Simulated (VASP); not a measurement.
A run of VASP 6.6.1 is set up as follows.

Contents of INCAR:

```
SYSTEM = AlAs
PREC = Accurate ; ENCUT = 400
EDIFF = 1E-8 ; ISMEAR = -1
SIGMA = 0.05 ; LREAL = .FALSE.
LASPH = .TRUE. ; NELM = 120
ALGO = Normal ; ISIF = 2
LWAVE = .FALSE. ; LCHARG = .FALSE.
GGA = PE ; LEFG = .TRUE.
NBANDS = 11 ; GGA_COMPAT = .FALSE.
```

Contents of KPOINTS:

```
Automatic mesh
0
G
  10 10 10
  0 0 0
```

Contents of POSCAR:

```
AlAs
1.0
    0.0000000000      2.8304000000      2.8304000000
    2.8304000000      0.0000000000      2.8304000000
    2.8304000000      2.8304000000      0.0000000000
Al As
1 1
Direct
    0.0000000000      0.0000000000      0.0000000000
    0.7500000000      0.7500000000      0.7500000000
```

Potentials or basis: VASP PAW PBE potentials, release 64 (Al, As).

Launch:

```bash
$ cat potpaw_PBE.64/Al/POTCAR potpaw_PBE.64/As/POTCAR > POTCAR
$ mpirun -np 1 vasp_std > vasp.out
```

(1) Estimate the band gap on the k mesh.

(2) What does it give for the pressure?

Results:

(1) 1.44 eV (least direct gap 2.06 eV).

(2) 2.8 GPa.
